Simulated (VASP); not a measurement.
# SrCl2 (Fm-3m) in VASP: single point with PBEsol

Aim: the single point of SrCl2 with PBEsol.

Program: VASP 6.6.1. These are calculated values, not measurements. Logs are shortened: lines on timing, memory, paths and dates and some standing lists are left out, and cuts for length are marked.

### Step 1. The cell of the first run

Symmetry: Fm-3m, No. 225, cubic system. The conventional cell has a = 6.977 Å, b = 6.977 Å, c = 6.977 Å, α = 90.00°, β = 90.00°, γ = 90.00°. Within 4.0 Å of Sr (site symmetry m-3m) lie 8 Cl at 3.02 Å. Cl (site symmetry -43m) has 4 Sr at 3.02 Å and 6 Cl at 3.49 Å within 4.0 Å.

### Step 2. Single point, PBEsol

Contents of INCAR:

```
ALGO = Normal
EDIFF = 1E-6
ENCUT = 520
GGA = PS
ISIF = 2
ISMEAR = 0
LASPH = True
LCHARG = False
LREAL = False
LWAVE = False
NBANDS = 19
NELM = 100
PREC = Accurate
SIGMA = 0.01
```

Contents of KPOINTS:

```
k-points
0
Gamma
  4 4 4
```

Contents of POSCAR:

```
SrCl2
1.0
    0.0000000000      3.4883500000      3.4883500000
    3.4883500000      0.0000000000      3.4883500000
    3.4883500000      3.4883500000      0.0000000000
Sr Cl
1 2
Direct
    0.0000000000      0.0000000000      0.0000000000
    0.2500000000      0.2500000000      0.2500000000
    0.7500000000      0.7500000000      0.7500000000
```

Potentials or basis: VASP PAW PBE potentials, release 64 (Sr_sv, Cl).

Launch:

```
$ cat potpaw_PBE.64/Sr_sv/POTCAR potpaw_PBE.64/Cl/POTCAR > POTCAR
$ mpirun -np 1 vasp_std > vasp.out
```

OUTCAR:

```text
EDIFF = 1E-6
   ENCUT = 520
   GGA = PS
   ISIF = 2
   ISMEAR = 0
   LASPH = True
   LREAL = False
   NELM = 100
   PREC = Accurate

 ion  position               nearest neighbor table
   1  0.000  0.000  0.000-   3 3.02   3 3.02   3 3.02   2 3.02   3 3.02   2 3.02   2 3.02   2 3.02

   2  0.250  0.250  0.250-   1 3.02   1 3.02   1 3.02   1 3.02
   3  0.750  0.750  0.750-   1 3.02   1 3.02   1 3.02   1 3.02

  LATTYP: Found a face centered cubic cell.
 ALAT       =     6.9767000000

  Lattice vectors:

 A1 = (   0.0000000000,   3.4883500000,   3.4883500000)
 A2 = (   3.4883500000,   0.0000000000,   3.4883500000)
 A3 = (   3.4883500000,   3.4883500000,   0.0000000000)

Analysis of symmetry for initial positions (statically):
=====================================================================
 Subroutine PRICEL returns:
 Original cell was already a primitive cell.

 Routine SETGRP: Setting up the symmetry group for a
 face centered cubic supercell.

 Subroutine GETGRP returns: Found 48 space group operations
 (whereof 48 operations were pure point group operations)
 out of a pool of 48 trial point group operations.

The static configuration has the point symmetry O_h .

Analysis of symmetry for dynamics (positions and initial velocities):
=====================================================================
 Subroutine PRICEL returns:
 Original cell was already a primitive cell.

 Routine SETGRP: Setting up the symmetry group for a
 face centered cubic supercell.

 Subroutine GETGRP returns: Found 48 space group operations
 (whereof 48 operations were pure point group operations)
 out of a pool of 48 trial point group operations.

The dynamic configuration has the point symmetry O_h .

 Subroutine INISYM returns: Found 48 space group operations
 (whereof 48 operations are pure point group operations),
 and found     1 'primitive' translations

----------------------------------------------------------------------------------------

                                     Primitive cell

  volume of cell :      84.8966

  direct lattice vectors                    reciprocal lattice vectors
     0.000000000  3.488350000  3.488350000    -0.143334241  0.143334241  0.143334241
     3.488350000  0.000000000  3.488350000     0.143334241 -0.143334241  0.143334241
     3.488350000  3.488350000  0.000000000     0.143334241  0.143334241 -0.143334241

  length of vectors
     4.933271880  4.933271880  4.933271880     0.248262188  0.248262188  0.248262188

  position of ions in fractional coordinates (direct lattice)
     0.000000000  0.000000000  0.000000000
     0.250000000  0.250000000  0.250000000
     0.750000000  0.750000000  0.750000000

  ion indices of the primitive-cell ions
   primitive index   ion index
                 1           1
                 2           2
                 3           3

----------------------------------------------------------------------------------------

 KPOINTS: k-points

Automatic generation of k-mesh.
 Grid dimensions read from file:
 generate k-points for:    4    4    4

 Generating k-lattice:

  Cartesian coordinates                     Fractional coordinates (reciprocal lattice)
    -0.035833560  0.035833560  0.035833560     0.250000000  0.000000000  0.000000000
     0.035833560 -0.035833560  0.035833560     0.000000000  0.250000000  0.000000000
     0.035833560  0.035833560 -0.035833560     0.000000000  0.000000000  0.250000000

  Length of vectors
     0.062065547  0.062065547  0.062065547

  Shift w.r.t. Gamma in fractional coordinates (k-lattice)
     0.000000000  0.000000000  0.000000000

 Subroutine IBZKPT returns following result:
 ===========================================

 Found      8 irreducible k-points:

 Following reciprocal coordinates:
            Coordinates               Weight
  0.000000  0.000000  0.000000      1.000000
  0.250000  0.000000  0.000000      8.000000
  0.500000  0.000000  0.000000      4.000000
  0.250000  0.250000  0.000000      6.000000
  0.500000  0.250000  0.000000     24.000000
 -0.250000  0.250000  0.000000     12.000000
  0.500000  0.500000  0.000000      3.000000
 -0.250000  0.500000  0.250000      6.000000
   k-points           NKPTS =      8   k-points in BZ     NKDIM =      8   number of bands    NBANDS=     19
   number of dos      NEDOS =    301   number of ions     NIONS =      3
   total plane-waves  NPLWV =  64000
   dimension x,y,z NGX =    40 NGY =   40 NGZ =   40
   dimension x,y,z NGXF=    80 NGYF=   80 NGZF=   80
   ions per type =               1   2
   NGX,Y,Z   is equivalent  to a cutoff of  13.48, 13.48, 13.48 a.u.
   NGXF,Y,Z  is equivalent  to a cutoff of  26.96, 26.96, 26.96 a.u.
 SYSTEM =  unknown system
   PREC   = accura    normal or accurate (medium, high low for compatibility)
   ISTART =      0    job   : 0-new  1-cont  2-samecut
   ICHARG =      2    charge: 1-file 2-atom 10-const
   ISPIN  =      1    spin polarized calculation?
   LNONCOLLINEAR =      F non collinear calculations
   LSORBIT =      F    spin-orbit coupling
   LASPH  =      T    aspherical Exc in radial PAW
   ENCUT  =  520.0 eV  38.22 Ry    6.18 a.u.   9.17  9.17  9.17*2*pi/ulx,y,z
   NELM   =    100;   NELMIN=  2; NELMDL= -5     # of ELM steps
   EDIFF  = 0.1E-05   stopping-criterion for ELM
   LREAL  =      F    real-space projection
   EDIFFG = 0.1E-04   stopping-criterion for IOM
   NSW    =      0    number of steps for IOM
   IBRION =     -1    ionic relax: 0-MD 1-quasi-New 2-CG
   NFREE  =      0    steps in history (QN), initial steepest desc. (CG)
   ISIF   =      2    stress and relaxation
   ISYM   =      2    0-nonsym 1-usesym 2-fastsym
   POTIM  = 0.5000    time-step for ionic-motion
   TEBEG  =    0.0;   TEEND  =   0.0 temperature during run
   PSTRESS=    0.0 pullay stress
   NELECT =      24.0000    total number of electrons
   NUPDOWN=      -1.0000    fix difference up-down
   EMIN   =  10.00;   EMAX   =-10.00  energy-range for DOS
   EFERMI =   0.00;   METHOD = LEGACY
   ISMEAR =     0;   SIGMA  =   0.01  broadening in eV -4-tet -1-fermi 0-gaus
   EFERMI_NEDOS =   21; number of points for ismear=-14 and -15
   IALGO  =     38    algorithm
   IMIX   =      4    mixing-type and parameters
     AMIX     =   0.40;   BMIX     =  1.00
     AMIX_MAG =   1.60;   BMIX_MAG =  1.00
  volume/ion in A,a.u.               =      28.30       190.97
  Fermi-wavevector in a.u.,A,eV,Ry     =   1.074439  2.030396 15.706833  1.154420
  Thomas-Fermi vector in A             =   2.210267
   LORBIT       =      0    0 simple, 1 ext, 2 COOP (PROOUT), +10 PAW based schemes
   GGA     = PS    functional components
   LHFCALC =     F    Hartree Fock is set to
   AEXX    =    0.0000 exact exchange contribution
   IVDW    =     0    specifies the selected vdW correction
   LEPSILON=     F    determine dielectric tensor
   LRPA    =     F    only Hartree local field effects (RPA)
 non-spin polarized calculation
 Gauss-broadening in eV      SIGMA  =   0.01
  energy-cutoff  :      520.00
  volume of cell :       84.90
 maximum number of plane-waves:      2302
 NGX is ok and might be reduce to    40
   NGX = 19   NGY = 19   NGZ = 19

 number of electron      24.0000003 magnetization

 Free energy of the ion-electron system (eV)
  ---------------------------------------------------
  ext. energy  EPLUGINS =         0.00000000
  ---------------------------------------------------
  free energy    TOTEN  =       -13.33682340 eV

  energy without entropy =      -13.33682340  energy(sigma->0) =      -13.33682340

 E-fermi :   0.1553     XC(G=0):  -8.4909

 val. band max:        0.0836603379   @ k =   0.5000   0.5000   0.0000
 cond. band min:       5.2167833019   @ k =   0.0000   0.0000   0.0000
 fundamental gap:      5.1331229640
 Fermi energy:         0.1553060109

 k-point     1 :       0.0000    0.0000    0.0000
  band No.  band energies     occupation
      1     -32.7170      2.00000
      2     -14.7331      2.00000
      3     -14.7331      2.00000
      4     -14.7331      2.00000
      5     -13.2131      2.00000
      6     -12.3453      2.00000
      7      -2.0862      2.00000
      8      -2.0862      2.00000
      9      -2.0862      2.00000
     10      -0.2601      2.00000
     11      -0.2601      2.00000
     12      -0.2601      2.00000
     13       5.2168      0.00000
     14       6.0583      0.00000
     15       6.0583      0.00000
     16       8.9610      0.00000
     17       8.9610      0.00000
     18       8.9610      0.00000
     19       9.3598      0.00000

 k-point     2 :       0.2500    0.0000    0.0000
  band No.  band energies     occupation
      1     -32.7153      2.00000
      2     -14.9039      2.00000
      3     -14.7404      2.00000
      4     -14.7404      2.00000
      5     -12.9270      2.00000
      6     -12.4458      2.00000
      7      -1.8660      2.00000
      8      -1.8660      2.00000
      9      -1.7123      2.00000
     10      -0.8668      2.00000
     11      -0.5736      2.00000
     12      -0.5736      2.00000
     13       6.3542      0.00000
     14       6.4558      0.00000
     15       6.4558      0.00000
     16       7.7462      0.00000
     17       8.6368      0.00000
     18       8.6368      0.00000
     19       9.5890      0.00000

 k-point     3 :       0.5000    0.0000    0.0000
  band No.  band energies     occupation
      1     -32.7137      2.00000
      2     -15.0305      2.00000
      3     -14.7475      2.00000
      4     -14.7475      2.00000
      5     -12.8066      2.00000
      6     -12.4112      2.00000
      7      -1.5182      2.00000
      8      -1.5182      2.00000
      9      -1.4550      2.00000
     10      -1.2659      2.00000
     11      -0.9861      2.00000
     12      -0.9861      2.00000
     13       6.6913      0.00000
     14       6.6913      0.00000
     15       7.4973      0.00000
     16       7.7893      0.00000
     17       8.6466      0.00000
     18       8.6466      0.00000
     19       8.6972      0.00000

 k-point     4 :       0.2500    0.2500    0.0000
  band No.  band energies     occupation
      1     -32.7148      2.00000
      2     -14.9427      2.00000
      3     -14.7504      2.00000
      4     -14.7504      2.00000
      5     -12.8021      2.00000
      6     -12.5056      2.00000
      7      -1.9827      2.00000
      8      -1.9827      2.00000
      9      -1.6859      2.00000
     10      -1.1429      2.00000
     11      -0.2545      2.00000
     12      -0.2545      2.00000
     13       6.0004      0.00000
     14       6.6286      0.00000
     15       6.6937      0.00000
     16       8.0950      0.00000
     17       8.0950      0.00000
     18       8.4821      0.00000
     19       9.0259      0.00000

 k-point     5 :       0.5000    0.2500    0.0000
  band No.  band energies     occupation
      1     -32.7131      2.00000
      2     -15.0081      2.00000
      3     -14.8284      2.00000
      4     -14.7576      2.00000
      5     -12.6364      2.00000
      6     -12.4971      2.00000
      7      -2.2669      2.00000
      8      -1.8560      2.00000
      9      -1.7251      2.00000
     10      -0.6076      2.00000
     11      -0.5096      2.00000
     12      -0.3965      2.00000
     13       6.0504      0.00000
     14       7.0657      0.00000
     15       7.3380      0.00000
     16       7.5816      0.00000
     17       8.2102      0.00000
     18       8.8620      0.00000
     19       9.6254      0.00000

 k-point     6 :      -0.2500    0.2500    0.0000
  band No.  band energies     occupation
      1     -32.7137      2.00000
      2     -14.9526      2.00000
      3     -14.8477      2.00000
      4     -14.7476      2.00000
      5     -12.6722      2.00000
      6     -12.5186      2.00000
      7      -2.1406      2.00000
      8      -1.6380      2.00000
      9      -1.3158      2.00000
     10      -1.2131      2.00000
     11      -0.9969      2.00000
     12      -0.1951      2.00000
     13       6.2242      0.00000
     14       6.8480      0.00000
     15       7.1114      0.00000
     16       7.8884      0.00000
     17       8.4722      0.00000
     18       8.5622      0.00000
     19       9.8673      0.00000

 k-point     7 :       0.5000    0.5000    0.0000
  band No.  band energies     occupation
      1     -32.7126      2.00000
      2     -15.0947      2.00000
      3     -14.7676      2.00000
      4     -14.7676      2.00000
      5     -12.6547      2.00000
      6     -12.4282      2.00000
      7      -2.7348      2.00000
      8      -1.8295      2.00000
      9      -1.8295      2.00000
     10      -0.3299      2.00000
     11      -0.3299      2.00000
     12       0.0837      2.00000
     13       5.4434      0.00000
     14       7.0094      0.00000
     15       7.6003      0.00000
     16       8.0227      0.00000
     17       8.0227      0.00000
     18       8.5628      0.00000
     19       9.8758      0.00000

 k-point     8 :      -0.2500    0.5000    0.2500
  band No.  band energies     occupation
      1     -32.7126      2.00000
      2     -14.9413      2.00000
      3     -14.9413      2.00000
      4     -14.7680      2.00000
      5     -12.5314      2.00000
      6     -12.5314      2.00000
      7      -2.4393      2.00000
      8      -2.1911      2.00000
      9      -1.1552      2.00000
     10      -1.1552      2.00000
     11      -0.2410      2.00000
     12      -0.0201      2.00000
     13       6.1897      0.00000
     14       6.9763      0.00000
     15       7.1940      0.00000
     16       7.1940      0.00000
     17       8.1450      0.00000
     18       9.4327      0.00000
     19      10.6216      0.00000

------------------------ aborting loop because EDIFF is reached ----------------------------------------

  FORCE on cell =-STRESS in cart. coord.  units (eV):
  Direction    XX          YY          ZZ          XY          YZ          ZX
  --------------------------------------------------------------------------------------
  -------------------------------------------------------------------------------------
  Total       -0.4982972     -0.4982972     -0.4982972      0.0000000     -0.0000000     -0.0000000
  in kB       -9.4039192     -9.4039192     -9.4039192      0.0000000     -0.0000000     -0.0000000
  external PRESSURE =      -9.4039192 kB  Pullay stress =       0.0000000 kB

 VOLUME and BASIS-vectors are now :
 -----------------------------------------------------------------------------
  energy-cutoff  :      520.00
  volume of cell :       84.90
      direct lattice vectors                 reciprocal lattice vectors
     0.000000000  3.488350000  3.488350000    -0.143334241  0.143334241  0.143334241
     3.488350000  0.000000000  3.488350000     0.143334241 -0.143334241  0.143334241
     3.488350000  3.488350000  0.000000000     0.143334241  0.143334241 -0.143334241

 POSITION                                       TOTAL-FORCE (eV/Angst)
 -----------------------------------------------------------------------------------
      0.00000      0.00000      0.00000         0.000000     -0.000000      0.000000
      1.74418      1.74418      1.74418        -0.000000     -0.000000     -0.000000
      5.23252      5.23252      5.23252         0.000000      0.000000      0.000000
 -----------------------------------------------------------------------------------
    total drift:                               -0.000000     -0.000000      0.000000

  FREE ENERGIE OF THE ION-ELECTRON SYSTEM (eV)
  ---------------------------------------------------
  free  energy   TOTEN  =       -13.3368233968 eV

  energy  without entropy=      -13.3368233968  energy(sigma->0) =      -13.33682340
```

Run time: 14 s. Hardware: 1 thread of Intel Xeon Platinum 8488C (Sapphire Rapids), shared host; peak memory 0.23 GiB.

Results:

| Item | Value |
| --- | --- |
| Free energy | -13.3368 eV |
| Pressure | -0.9 GPa |
| Band gap on the k mesh | 5.13 eV (least direct gap 5.36 eV) |

Caveat: the PAW data sets were made with another functional, which shifts forces and pressure a little.
